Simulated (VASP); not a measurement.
# Al4N5 in VASP: further runs, part 2 of 2

VASP 6.6.1.

**3. Single point, PBE**

Input file INCAR:

```
SYSTEM = Al4N5
PREC = Accurate ; ENCUT = 520
EDIFF = 1E-7 ; ISMEAR = 0
SIGMA = 0.05 ; LREAL = Auto
LASPH = .True. ; NELM = 80
ALGO = Normal ; ISIF = 2
LWAVE = .False. ; LCHARG = .False.
LDIPOL = .True. ; IDIPOL = 3
DIPOL = 0.5 0.5 0.315 ; GGA = PE
NBANDS = 52
```

Input file KPOINTS:

```
Automatic mesh
0
Gamma
  5 6 1
  0 0 0
```

Input file POSCAR:

```
Al4N5
1.0
    6.2595366887      0.0000000000      0.0000000000
    0.0000000000      5.0173032419      0.0000000000
    0.0000000000      0.0000000000     20.1620320362
Al N
8 10
Direct
    0.0000000000      0.9982714950      0.1983927013
    0.5000000000      0.9982714950      0.1983927013
    0.2500000000      0.4982714950      0.2432039732
    0.7500000000      0.4982714950      0.2432039732
    0.2500000000      0.9915197249      0.3381855719
    0.7500000000      0.9915197249      0.3381855719
    0.0000000000      0.4624332456      0.3657061888
    0.5000000000      0.4624332456      0.3657061888
    0.0000000000      0.6167285050      0.1983927013
    0.5000000000      0.6167285050      0.1983927013
    0.2500000000      0.1167285050      0.2432039732
    0.7500000000      0.1167285050      0.2432039732
    0.2500000000      0.6143669383      0.3369672669
    0.7500000000      0.6143669383      0.3369672669
    0.0000000000      0.1112303967      0.3750629908
    0.5000000000      0.1112303967      0.3750629908
    0.1666666667      0.6112303967      0.5099428074
    0.1666666667      0.6112303967      0.5646013848
```

Potentials or basis: VASP PAW PBE potentials, release 64 (Al, N).

The run is started by

```sh
cat potpaw_PBE.64/Al/POTCAR potpaw_PBE.64/N/POTCAR > POTCAR
mpirun -np 1 vasp_std > vasp.out
```

OUTCAR:

```text
SYSTEM = Al4N5
   PREC = Accurate
   ENCUT = 520
   EDIFF = 1E-7
   ISMEAR = 0
   LREAL = Auto
   LASPH = .True.
   NELM = 80
   ISIF = 2
   GGA = PE

 ion  position               nearest neighbor table
   1  0.000  0.998  0.198-  11 1.90  12 1.90   9 1.91   4 3.09   3 3.09   3 3.09   4 3.09   2 3.13
                             2 3.13   5 3.22   6 3.22
   2  0.500  0.998  0.198-  11 1.90  12 1.90  10 1.91   4 3.09   3 3.09   3 3.09   4 3.09   1 3.13
                             1 3.13   5 3.22   6 3.22
   3  0.250  0.498  0.243-   9 1.90  10 1.90  11 1.91  13 1.98   7 2.93   8 2.93   1 3.09   2 3.09
[... 1084 lines left out ...]
  external PRESSURE =      -3.7933410 kB  Pullay stress =       0.0000000 kB

 VOLUME and BASIS-vectors are now :
 -----------------------------------------------------------------------------
  energy-cutoff  :      520.00
  volume of cell :      633.21
      direct lattice vectors                 reciprocal lattice vectors
     6.259536689  0.000000000  0.000000000     0.159756233  0.000000000  0.000000000
     0.000000000  5.017303242  0.000000000     0.000000000  0.199310257  0.000000000
     0.000000000  0.000000000 20.162032036     0.000000000  0.000000000  0.049598175

 POSITION                                       TOTAL-FORCE (eV/Angst)
 -----------------------------------------------------------------------------------
      0.00000      5.00863      4.00000         0.004925     -1.632111      2.303942
      3.12977      5.00863      4.00000        -0.004840     -1.634186      2.295371
      1.56488      2.49998      4.90349         0.007323      0.818726     -1.907921
      4.69465      2.49998      4.90349        -0.002781      0.798575     -1.959939
      1.56488      4.97476      6.81851        -0.026409     -0.051299     -0.021533
      4.69465      4.97476      6.81851         0.027564     -0.014786     -0.022297
[... 10 lines left out ...]
      1.04326      3.06673     10.28148        -0.061227     -0.055062     -1.750725
      1.04326      3.06673     11.38351         0.015962      0.029684      1.749597
 -----------------------------------------------------------------------------------
    total drift:                               -0.000134     -0.007490      0.009296

  FREE ENERGIE OF THE ION-ELECTRON SYSTEM (eV)
  ---------------------------------------------------
  free  energy   TOTEN  =      -126.7322498445 eV

  energy  without entropy=     -126.7322498445  energy(sigma->0) =     -126.73224984

 vacuum level on the upper side and lower side of the slab         3.327         3.307
```

It took 9.4 min on 1 thread of Intel Xeon 6975P-C (Granite Rapids), shared host; peak memory 0.76 GiB.

What came out:

* Free energy: -126.7322 eV
* Largest force: 2.823 eV/Å
* Band gap on the k mesh: 1.42 eV (least direct gap 1.45 eV)

Forces on the atoms (eV/Å):
```
Al   0.005 -1.632  2.304
Al  -0.005 -1.634  2.295
Al   0.007  0.819 -1.908
Al  -0.003  0.799 -1.960
Al  -0.026 -0.051 -0.022
Al   0.028 -0.015 -0.022
Al   0.100  0.084  0.075
Al  -0.058  0.064 -0.059
N   -0.006  0.717  0.771
N    0.008  0.716  0.769
N    0.001  0.115 -1.118
N   -0.002  0.116 -1.105
N    0.017 -0.038 -0.088
N   -0.006 -0.018  0.040
N   -0.024 -0.011 -0.006
N    0.010 -0.005  0.034
N   -0.061 -0.055 -1.751
N    0.016  0.030  1.750
```

Caveat: the standard files for N, O and F lose accuracy on very short bonds.

**4. Single point, PBE**

Input file INCAR:

```
PREC = Accurate
ENCUT = 520
EDIFF = 1E-6
ISMEAR = 0
SIGMA = 0.05
LREAL = Auto
LASPH = True
NELM = 100
ALGO = Normal
ISIF = 2
LWAVE = False
LCHARG = False
LDIPOL = True
IDIPOL = 3
DIPOL = 0.5 0.5 0.316
GGA = PE
NBANDS = 52
```

Input file KPOINTS:

```
Automatic mesh
0
Gamma
  5 6 1
```

Edit POSCAR of step 3 so:

```diff
@@ -24,3 +24,3 @@
     0.5000000000      0.1112303967      0.3750629908
-    0.1666666667      0.6112303967      0.5099428074
-    0.1666666667      0.6112303967      0.5646013848
+    0.0833333333      0.4445637300      0.5149545785
+    0.0833333333      0.4445637300      0.5696164613
```

The run is started by

```sh
cat potpaw_PBE.64/Al/POTCAR potpaw_PBE.64/N/POTCAR > POTCAR
mpirun -np 1 vasp_std > vasp.out
```

Wall time 29 min (1 thread of Oxide Virtual Turin-like, shared host); peak memory 0.72 GiB.

It converged, with:

* Free energy: -126.7172 eV
* Largest force: 2.829 eV/Å
* Band gap on the k mesh: 1.42 eV (least direct gap 1.44 eV)

Forces on the atoms (eV/Å):
```
Al   0.001 -1.627  2.314
Al  -0.001 -1.628  2.293
Al   0.005  0.801 -1.937
Al  -0.002  0.793 -1.954
Al  -0.080 -0.020 -0.025
Al   0.083 -0.010 -0.026
Al   0.056  0.012  0.121
Al  -0.019  0.050 -0.077
N   -0.002  0.715  0.774
N    0.002  0.714  0.778
N    0.008  0.118 -1.124
N   -0.010  0.118 -1.124
N    0.017 -0.027  0.007
N   -0.016 -0.024  0.042
N   -0.038 -0.100 -0.104
N    0.001 -0.003  0.043
N   -0.003  0.205 -1.743
N   -0.002 -0.086  1.741
```

Levels at points of the mesh, in eV from the valence-band top:
```csv
k point,band 35,band 36,band 37,band 38,band 39,band 40
"(0.00, 0.00, 0.00)",-0.24,-0.08,-0.02,1.42,2.53,2.68
"(0.00, 0.50, 0.00)",-0.42,-0.26,0.00,1.89,2.52,2.58
```

Caveat: the standard files for N, O and F lose accuracy on very short bonds.

**5. Single point, PBE**

Input file INCAR:

```
ALGO = Normal
DIPOL = 0.5 0.5 0.322
EDIFF = 1E-7
ENCUT = 520
GGA = PE
IDIPOL = 3
ISIF = 2
ISMEAR = 0
LASPH = T
LCHARG = F
LDIPOL = T
LREAL = Auto
LWAVE = F
NBANDS = 52
NELM = 100
PREC = Accurate
SIGMA = 0.05
```

Input file KPOINTS:

```
k-points
0
Gamma
  5 6 1
```

Edit POSCAR of step 4 so:

```diff
@@ -24,3 +24,3 @@
     0.5000000000      0.1112303967      0.3750629908
-    0.0833333333      0.4445637300      0.5149545785
-    0.0833333333      0.4445637300      0.5696164613
+    0.1666666667      0.2778970633      0.5722670390
+    0.1666666667      0.2778970633      0.6269347934
```

The run is started by

```sh
cat potpaw_PBE.64/Al/POTCAR potpaw_PBE.64/N/POTCAR > POTCAR
mpirun -np 1 vasp_std > vasp.out
```

Run time: 26 min. Hardware: 1 thread of Oxide Virtual Turin-like, shared host; peak memory 0.73 GiB.

Results (log left out):

```yaml
Free_energy: -126.6814 eV
Largest_force: 2.824 eV/Å
Band_gap_on_the_k_mesh: 1.38 eV (least direct gap 1.41 eV)
```

Forces on the atoms (eV/Å):
```
Al   0.000 -1.629  2.307
Al   0.000 -1.629  2.305
Al   0.000  0.796 -1.940
Al   0.000  0.795 -1.942
Al  -0.009 -0.006  0.013
Al   0.009 -0.004  0.006
Al   0.009  0.017  0.000
Al  -0.007  0.024 -0.014
N    0.000  0.715  0.774
N    0.000  0.715  0.774
N    0.001  0.115 -1.127
N   -0.001  0.115 -1.128
N    0.002 -0.014  0.011
N   -0.003 -0.013  0.016
N   -0.010 -0.010 -0.035
N    0.006 -0.006 -0.018
N    0.004  0.037 -1.748
N   -0.002 -0.020  1.747
```

Levels at points of the mesh, in eV from the valence-band top:
| k point | band 33 | band 34 | band 35 | band 36 | band 37 | band 38 | band 39 | band 40 | band 41 | band 42 |
| --- | --- | --- | --- | --- | --- | --- | --- | --- | --- | --- |
| (0.00, 0.00, 0.00) | -0.72 | -0.69 | -0.24 | -0.08 | -0.03 | 1.38 | 2.96 | 2.98 | 3.08 | 3.17 |
| (0.00, 0.50, 0.00) | -0.71 | -0.46 | -0.41 | -0.26 | 0.00 | 1.90 | 2.88 | 3.01 | 3.09 | 3.30 |

Caveat: the standard files for N, O and F lose accuracy on very short bonds.

**6. The runs side by side**

```csv
cell,gap on the mesh (eV),largest force (eV/Å)
"as given, atomic positions A",1.39,2.82
"as given, atomic positions B",1.42,2.82
"as given, atomic positions C",1.42,2.83
"as given, atomic positions D",1.38,2.82
```

Alike in all rows: task single point; level PBE; potentials or basis VASP PAW PBE potentials, release 64 (Al, N); no spin polarisation; k mesh 5 × 6 × 1; cutoff (eV) 520; smearing gaussian 0.05 eV.

Caveats: the standard files for N, O and F lose accuracy on very short bonds.

Total energies depend on the potentials used, so only differences within one code and one set of settings carry meaning.
